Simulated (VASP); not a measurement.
GdO:

```
CELL_PARAMETERS angstrom
2.80181 0.00000 0.00000
0.00000 2.80181 0.00000
0.00000 0.00000 2.80181
ATOMIC_POSITIONS crystal
Gd 0.00000 0.00000 0.00000
O 0.50000 0.50000 0.50000
```

Base run:

- Program: VASP 6.6.1
- Functional: r2SCAN
- Potentials or basis: VASP PAW PBE potentials, release 64 (Gd, O)
- Cutoff: 520 eV
- k mesh: 9 × 9 × 9
- Occupations: fermi-dirac, width 0.05 eV
- Spin: collinear spin, ferromagnetic start
- Starting moments: [7.0, 0.0] μB

Its results: pressure 49.5 GPa; net moment 7.47 μB per cell; site moments Gd +7.05; O -0.01 μB.

Task: After a change of settings the same cell gave: pressure 53.4 GPa; net moment 7.61 μB per cell; site moments Gd +7.19; O -0.06 μB. Which change was it?
A. hubbard terms from none to Gd f U = 8.0 eV
B. functional from r2SCAN to PBE; further incar settings from ALGO = Normal; EDIFF = 1e-06; NBANDS = 23 to ALGO = Normal; EDIFF = 1e-07; NBANDS = 23
C. functional from r2SCAN to PBE; occupations from fermi-dirac, width 0.05 eV to gaussian, width 0.027 eV
D. functional from r2SCAN to PBE

Result: A.

Caveats: the PAW data sets were made with another functional, which shifts forces and pressure a little; a cell with one magnetic atom can't hold antiferromagnetic order, which such compounds often take.
